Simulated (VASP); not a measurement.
Crystal: Tc.

```
CELL_PARAMETERS angstrom
3.85000 0.00000 0.00000
0.00000 3.85000 0.00000
0.00000 0.00000 3.85000
ATOMIC_POSITIONS crystal
Tc 0.00000 0.00000 0.00000
Tc 0.00000 0.50000 0.50000
Tc 0.50000 0.00000 0.50000
Tc 0.50000 0.50000 0.00000
```

- Program: VASP 6.6.1
- Task: relaxation of volume and atoms at fixed shape
- Functional: PBEsol
- Potentials or basis: VASP PAW PBE potentials, release 64 (Tc_pv)
- Cutoff: 600 eV
- k mesh: 5 × 5 × 5
- Occupations: fermi-dirac, width 0.05 eV
- Spin: no spin polarisation

At the start: pressure -4.2 GPa; volume 14.27 Å³/atom.

Where does the relaxation end?

Over 3 steps the energy falls by 2.5 meV/atom and the volume is 14.08 Å³/atom (-1.3 %); space group Fm-3m (No. 225, to 0.05 Å).

Step by step:
```
step  energy change (eV)  largest force (eV/Å)  pressure (GPa)  volume (Å³)
   1              0.0000                0.0000           -4.18        57.07
   2              0.0871                0.0000           14.30        54.05
   3             -0.0101                0.0000           -0.07        56.32
```

Final structure:
```
CELL_PARAMETERS angstrom
3.83310 0.00000 0.00000
0.00000 3.83310 0.00000
0.00000 0.00000 3.83310
ATOMIC_POSITIONS crystal
Tc 0.00000 0.00000 0.00000
Tc 0.00000 0.50000 0.50000
Tc 0.50000 0.00000 0.50000
Tc 0.50000 0.50000 0.00000
```

Caveat: the PAW data sets were made with another functional, which shifts forces and pressure a little.
